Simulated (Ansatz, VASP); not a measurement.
## One calculation of Ti2C, two programs

```xyz
12
Lattice="0.0000 4.4493 4.4493 4.4493 0.0000 4.4493 4.4493 4.4493 0.0000" Properties=species:S:1:pos:R:3 pbc="T T T"
Ti    3.4215    5.4771    5.4771
Ti    3.4215    3.4215    3.4215
Ti    5.4771    5.4771    3.4215
Ti    5.6461    7.7017    5.6461
Ti    7.7017    7.7017    7.7017
Ti    7.7017    5.6461    5.6461
Ti    5.6461    5.6461    7.7017
Ti    5.4771    3.4215    5.4771
C     5.5616    5.5616    5.5616
C     5.5616    3.3370    3.3370
C     3.3370    3.3370    5.5616
C     3.3370    5.5616    3.3370
```

Alike in both runs: functional r2SCAN; k mesh 8 × 8 × 8; occupations gaussian, width 0.1 eV; no spin polarisation.

Ansatz relaxed the structure, and its values are those at the end. VASP's run is a single point on that final structure, the one shown.

|  | VASP | Ansatz |
| --- | --- | --- |
| version | VASP 6.6.1 | Ansatz 0.2.0 |
| potentials or method | VASP PAW PBE potentials, release 64 (Ti_sv, C), cutoff 520 eV | scalar-relativistic, plane waves, PAW |
| valence electrons in the cell | 112 | 112 |

```tsv
	VASP	Ansatz	Ansatz less VASP
gap on the k mesh at the Fermi level (eV)	none	none	-
pressure (GPa)	-10.8	-11.4	-0.60
rms of the force components (eV/Å)	0.044	0.000	-0.0436
```

VASP's potentials were made for PBE, not for r2SCAN. A gap of «none» marks a metal or a gap that the smearing closes. Ansatz's warnings: stress scf threshold loose.
